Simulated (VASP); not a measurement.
# Sr (Im-3m) in VASP: relaxation of cell and atoms with PBE

Aim: the relaxation of cell and atoms of Sr with PBE.

All numbers are computed with VASP 6.6.1; they aren't measurements. Logs are shortened: lines on timing, memory, paths and dates and some standing lists are left out, and cuts for length are marked.

### Step 1. The cell of the first run

Symmetry: Im-3m, No. 229, cubic system. Conventional cell: a = 4.758 Å, b = 4.758 Å, c = 4.758 Å, α = 90.00°, β = 90.00°, γ = 90.00°. Sr (site symmetry m-3m) has 14 Sr at 4.12 to 4.76 Å within 5.4 Å.

This isn't the form of Sr at room conditions, which is fcc.

### Step 2. Relaxation of cell and atoms, PBE, non-collinear spin, zero start, spin-orbit coupling

Contents of INCAR:

```
ALGO = Normal
EDIFF = 1E-7
EDIFFG = -0.005
ENCUT = 600
GGA = PE
GGA_COMPAT = False
IBRION = 2
ISIF = 3
ISMEAR = -1
LASPH = True
LCHARG = False
LORBIT = 11
LORBMOM = True
LREAL = False
LSORBIT = True
LWAVE = False
MAGMOM = 0 0 0
NELM = 150
NSW = 45
PREC = Accurate
SIGMA = 0.05
```

Contents of KPOINTS:

```
k-points
0
Gamma
  12 12 12
```

Contents of POSCAR:

```
Sr
1.0
   -2.3788912541      2.3788912541      2.3788912541
    2.3788912541     -2.3788912541      2.3788912541
    2.3788912541      2.3788912541     -2.3788912541
Sr
1
Direct
    0.0000000000      0.0000000000      0.0000000000
```

Potentials or basis: VASP PAW PBE potentials, release 64 (Sr_sv).

On the command line:

```
> cat potpaw_PBE.64/Sr_sv/POTCAR > POTCAR
> mpirun -np 1 vasp_ncl > vasp.out
```

OUTCAR:

```text
EDIFF = 1E-7
   EDIFFG = -0.005
   ENCUT = 600
   GGA = PE
   IBRION = 2
   ISIF = 3
   ISMEAR = -1
   LASPH = True
   LORBIT = 11
   LREAL = False
   LSORBIT = True
   NELM = 150
   NSW = 45
   PREC = Accurate

 ion  position               nearest neighbor table
   1  0.000  0.000  0.000-

  LATTYP: Found a body centered cubic cell.
 ALAT       =     4.7577825082

  Lattice vectors:

 A1 = (  -2.3788912541,   2.3788912541,   2.3788912541)
 A2 = (   2.3788912541,  -2.3788912541,   2.3788912541)
 A3 = (   2.3788912541,   2.3788912541,  -2.3788912541)

Analysis of symmetry for initial positions (statically):
=====================================================================
 Subroutine PRICEL returns:
 Original cell was already a primitive cell.

 Routine SETGRP: Setting up the symmetry group for a
 body centered cubic supercell.

 Subroutine GETGRP returns: Found 48 space group operations
 (whereof 48 operations were pure point group operations)
 out of a pool of 48 trial point group operations.

The static configuration has the point symmetry O_h .

Analysis of symmetry for dynamics (positions and initial velocities):
=====================================================================
 Subroutine PRICEL returns:
 Original cell was already a primitive cell.

 Routine SETGRP: Setting up the symmetry group for a
 body centered cubic supercell.

 Subroutine GETGRP returns: Found 48 space group operations
 (whereof 48 operations were pure point group operations)
 out of a pool of 48 trial point group operations.

The dynamic configuration has the point symmetry O_h .

Analysis of structural, dynamic, and magnetic symmetry:
=====================================================================
 Subroutine PRICEL returns:
 Original cell was already a primitive cell.

 Routine SETGRP: Setting up the symmetry group for a
 body centered cubic supercell.

 Subroutine GETGRP returns: Found 48 space group operations
 (whereof 48 operations were pure point group operations)
 out of a pool of 48 trial point group operations.

The overall configuration has the point symmetry O_h .

 Subroutine INISYM returns: Found 48 space group operations
 (whereof 48 operations are pure point group operations),
 and found     1 'primitive' translations

----------------------------------------------------------------------------------------

                                     Primitive cell

  volume of cell :      53.8498

  direct lattice vectors                    reciprocal lattice vectors
    -2.378891254  2.378891254  2.378891254     0.000000000  0.210181949  0.210181949
     2.378891254 -2.378891254  2.378891254     0.210181949  0.000000000  0.210181949
     2.378891254  2.378891254 -2.378891254     0.210181949  0.210181949  0.000000000

  length of vectors
     4.120360518  4.120360518  4.120360518     0.297242163  0.297242163  0.297242163

  position of ions in fractional coordinates (direct lattice)
     0.000000000  0.000000000  0.000000000

  ion indices of the primitive-cell ions
   primitive index   ion index
                 1           1

----------------------------------------------------------------------------------------

 KPOINTS: k-points

Automatic generation of k-mesh.
 Grid dimensions read from file:
 generate k-points for:   12   12   12

 Generating k-lattice:

  Cartesian coordinates                     Fractional coordinates (reciprocal lattice)
     0.000000000  0.017515162  0.017515162     0.083333333  0.000000000  0.000000000
     0.017515162  0.000000000  0.017515162     0.000000000  0.083333333  0.000000000
     0.017515162  0.017515162  0.000000000     0.000000000  0.000000000  0.083333333

  Length of vectors
     0.024770180  0.024770180  0.024770180

  Shift w.r.t. Gamma in fractional coordinates (k-lattice)
     0.000000000  0.000000000  0.000000000

 Subroutine IBZKPT returns following result:
 ===========================================

 Found     72 irreducible k-points:

 Following reciprocal coordinates:
            Coordinates               Weight
  0.000000  0.000000  0.000000      1.000000
  0.083333  0.000000  0.000000     12.000000
  0.166667  0.000000  0.000000     12.000000
  0.250000  0.000000  0.000000     12.000000
  0.333333  0.000000  0.000000     12.000000
  0.416667  0.000000  0.000000     12.000000
[... 16 lines left out ...]
  0.333333  0.083333  0.083333     24.000000
  0.416667  0.083333  0.083333     12.000000
 [... further k-points ...]
   k-points           NKPTS =     72   k-points in BZ     NKDIM =     72   number of bands    NBANDS=     18
   number of dos      NEDOS =    301   number of ions     NIONS =      1
   total plane-waves  NPLWV =  46656
   dimension x,y,z NGX =    36 NGY =   36 NGZ =   36
   dimension x,y,z NGXF=    72 NGYF=   72 NGZF=   72
   ions per type =               1
   NGX,Y,Z   is equivalent  to a cutoff of  14.53, 14.53, 14.53 a.u.
   NGXF,Y,Z  is equivalent  to a cutoff of  29.05, 29.05, 29.05 a.u.
 SYSTEM =  unknown system
   PREC   = accura    normal or accurate (medium, high low for compatibility)
   ISTART =      0    job   : 0-new  1-cont  2-samecut
   ICHARG =      2    charge: 1-file 2-atom 10-const
   ISPIN  =      1    spin polarized calculation?
   LNONCOLLINEAR =      T non collinear calculations
   LSORBIT =      T    spin-orbit coupling
   LASPH  =      T    aspherical Exc in radial PAW
   ENCUT  =  600.0 eV  44.10 Ry    6.64 a.u.   8.23  8.23  8.23*2*pi/ulx,y,z
   NELM   =    150;   NELMIN=  2; NELMDL= -5     # of ELM steps
   EDIFF  = 0.1E-06   stopping-criterion for ELM
   LREAL  =      F    real-space projection
   EDIFFG = -.5E-02   stopping-criterion for IOM
   NSW    =     45    number of steps for IOM
   IBRION =      2    ionic relax: 0-MD 1-quasi-New 2-CG
   NFREE  =      1    steps in history (QN), initial steepest desc. (CG)
   ISIF   =      3    stress and relaxation
   ISYM   =      2    0-nonsym 1-usesym 2-fastsym
   POTIM  = 0.5000    time-step for ionic-motion
   TEBEG  =    0.0;   TEEND  =   0.0 temperature during run
   PSTRESS=    0.0 pullay stress
   NELECT =      10.0000    total number of electrons
   NUPDOWN=      -1.0000    fix difference up-down
   EMIN   =  10.00;   EMAX   =-10.00  energy-range for DOS
   EFERMI =   0.00;   METHOD = LEGACY
   ISMEAR =    -1;   SIGMA  =   0.05  broadening in eV -4-tet -1-fermi 0-gaus
   EFERMI_NEDOS =   21; number of points for ismear=-14 and -15
   IALGO  =     38    algorithm
   IMIX   =      4    mixing-type and parameters
     AMIX     =   0.40;   BMIX     =  1.00
     AMIX_MAG =   1.60;   BMIX_MAG =  1.00
  volume/ion in A,a.u.               =      53.85       363.40
  Fermi-wavevector in a.u.,A,eV,Ry     =   0.934000  1.765004 11.869126  0.872356
  Thomas-Fermi vector in A             =   2.060760
   LORBIT       =     11    0 simple, 1 ext, 2 COOP (PROOUT), +10 PAW based schemes
   GGA     = PE    functional components
   LHFCALC =     F    Hartree Fock is set to
   AEXX    =    0.0000 exact exchange contribution
   IVDW    =     0    specifies the selected vdW correction
   LEPSILON=     F    determine dielectric tensor
   LRPA    =     F    only Hartree local field effects (RPA)
 conjugate gradient relaxation of ions
  energy-cutoff  :      600.00
  volume of cell :       53.85
 maximum number of plane-waves:      3730
 NGX is ok and might be reduce to    36
   NGX = 17   NGY = 17   NGZ = 17

 number of electron      10.0000000 magnetization       0.0000000      0.0000000      0.0000000

 number of electron      10.0000000 magnetization      -0.0000000      0.0000000      0.0000000

 number of electron      10.0000000 magnetization       0.0000000     -0.0000000     -0.0000000

 Free energy of the ion-electron system (eV)
  ---------------------------------------------------
  ext. energy  EPLUGINS =         0.00000000
  ---------------------------------------------------
  free energy    TOTEN  =        -1.72401219 eV

  energy without entropy =       -1.71364751  energy(sigma->0) =       -1.71882985

 E-fermi :   1.6641     XC(G=0):  -7.4116

 val. band max:        1.6611604760   @ k =  -0.4167   0.5000   0.3333
 cond. band min:       1.6745482808   @ k =  -0.4167  -0.4167   0.2500
 fundamental gap:      0.0133878048
 Fermi energy:         1.6640997700

 k-point     1 :       0.0000    0.0000    0.0000
  band No.  band energies     occupation
      1     -34.9109      1.00000
      2     -34.9109      1.00000
      3     -17.5717      1.00000
      4     -17.5717      1.00000
      5     -16.4260      1.00000
      6     -16.4260      1.00000
[... 10 lines left out ...]
     17       5.4053      0.00000
     18       5.4053      0.00000

 k-point     2 :       0.0833    0.0000    0.0000
  band No.  band energies     occupation
      1     -34.9098      1.00000
      2     -34.9098      1.00000
      3     -17.5775      1.00000
      4     -17.5775      1.00000
      5     -16.4375      1.00000
      6     -16.4375      1.00000
[... 10 lines left out ...]
     17       5.2458      0.00000
     18       5.2503      0.00000

 k-point     3 :       0.1667    0.0000    0.0000
  band No.  band energies     occupation
      1     -34.9067      1.00000
      2     -34.9067      1.00000
      3     -17.5934      1.00000
      4     -17.5934      1.00000
      5     -16.4686      1.00000
      6     -16.4686      1.00000
[... 412 lines left out ...]
 k-point    23 :       0.3333    0.0833    0.0833
  band No.  band energies     occupation
      1     -34.8948      1.00000
      2     -34.8948      1.00000
      3     -17.6567      1.00000
      4     -17.6567      1.00000
      5     -16.5750      1.00000
      6     -16.5750      1.00000
[... 10 lines left out ...]
     17       5.8558      0.00000
     18       5.8558      0.00000

 k-point    24 :       0.4167    0.0833    0.0833
  band No.  band energies     occupation
      1     -34.8938      1.00000
      2     -34.8938      1.00000
      3     -17.6620      1.00000
      4     -17.6620      1.00000
      5     -16.5833      1.00000
      6     -16.5833      1.00000
[... 10 lines left out ...]
     17       5.9316      0.00000
     18       5.9316      0.00000

 [... further k-points ...]

------------------------ aborting loop because EDIFF is reached ----------------------------------------

  FORCE on cell =-STRESS in cart. coord.  units (eV):
  Direction    XX          YY          ZZ          XY          YZ          ZX
  --------------------------------------------------------------------------------------
  -------------------------------------------------------------------------------------
  Total        0.0040711      0.0040711      0.0040711      0.0000000      0.0000000      0.0000000
  in kB        0.1211256      0.1211256      0.1211256      0.0000000      0.0000000      0.0000000
  external PRESSURE =       0.1211256 kB  Pullay stress =       0.0000000 kB

 VOLUME and BASIS-vectors are now :
 -----------------------------------------------------------------------------
  energy-cutoff  :      600.00
  volume of cell :       53.85
      direct lattice vectors                 reciprocal lattice vectors
    -2.378891254  2.378891254  2.378891254     0.000000000  0.210181949  0.210181949
     2.378891254 -2.378891254  2.378891254     0.210181949  0.000000000  0.210181949
     2.378891254  2.378891254 -2.378891254     0.210181949  0.210181949  0.000000000

 POSITION                                       TOTAL-FORCE (eV/Angst)
 -----------------------------------------------------------------------------------
      0.00000      0.00000      0.00000         0.000000      0.000000      0.000000
 -----------------------------------------------------------------------------------
    total drift:                               -0.000000      0.000000     -0.000000

  FREE ENERGIE OF THE ION-ELECTRON SYSTEM (eV)
  ---------------------------------------------------
  free  energy   TOTEN  =        -1.7240121937 eV

  energy  without entropy=       -1.7136475131  energy(sigma->0) =       -1.71882985

 reached required accuracy - stopping structural energy minimisation

 orbital moment (x)

 # of ion     p       d       tot
 ----------------------------------------
  1        -0.000   0.000   0.000
 ----------------------------------------
           -0.000   0.000   0.000

 orbital moment (y)

 # of ion     p       d       tot
 ----------------------------------------
  1         0.000  -0.000  -0.000
 ----------------------------------------
            0.000  -0.000  -0.000

 orbital moment (z)

 # of ion     p       d       tot
 ----------------------------------------
  1         0.000  -0.000  -0.000
 ----------------------------------------
            0.000  -0.000  -0.000

 Spin-Orbit-Coupling matrix elements

 Ion:    1  E_soc:     -0.1773841
 l=   1
     0.0000000    -0.0295670    -0.0295670
    -0.0295670     0.0000000    -0.0295670
    -0.0295670    -0.0295670     0.0000000
 l=   2
     0.0000000     0.0000053     0.0000000     0.0000053    -0.0000023
     0.0000053     0.0000000    -0.0000017     0.0000053    -0.0000006
     0.0000000    -0.0000017     0.0000000    -0.0000017     0.0000000
     0.0000053     0.0000053    -0.0000017     0.0000000    -0.0000006
    -0.0000023    -0.0000006     0.0000000    -0.0000006     0.0000000
 l=   3
     0.0000000     0.0000000     0.0000000     0.0000000     0.0000000     0.0000000     0.0000000
     0.0000000     0.0000000     0.0000000     0.0000000     0.0000000     0.0000000     0.0000000
     0.0000000     0.0000000     0.0000000     0.0000000     0.0000000     0.0000000     0.0000000
     0.0000000     0.0000000     0.0000000     0.0000000     0.0000000     0.0000000     0.0000000
     0.0000000     0.0000000     0.0000000     0.0000000     0.0000000     0.0000000     0.0000000
     0.0000000     0.0000000     0.0000000     0.0000000     0.0000000     0.0000000     0.0000000
     0.0000000     0.0000000     0.0000000     0.0000000     0.0000000     0.0000000     0.0000000

 total charge

# of ion       s       p       d       tot
------------------------------------------
    1        2.064   5.732   0.142   7.938

 magnetization (x)

# of ion       s       p       d       tot
------------------------------------------
    1       -0.000  -0.000  -0.000  -0.000

 magnetization (y)

# of ion       s       p       d       tot
------------------------------------------
    1       -0.000   0.000  -0.000  -0.000

 magnetization (z)

# of ion       s       p       d       tot
------------------------------------------
    1       -0.000   0.000   0.000  -0.000
```

It took 7.2 min on 1 thread of Intel Xeon 8259CL, shared host; peak memory 0.43 GiB.

Results:

* Free energy: -1.7240 eV
* Pressure after relaxing: 0.0 GPa
* Net moment: 0.00 μB per cell
* Valence electrons inside the program's atomic spheres: Sr 7.94

Final structure:
```
Sr
1.0
    -2.37889    2.37889    2.37889
     2.37889   -2.37889    2.37889
     2.37889    2.37889   -2.37889
Sr
1
Direct
  0.00000 0.00000 0.00000
```

Moments on the atoms (μB; x, y, z):
```
Sr  0.00 0.00 0.00
```
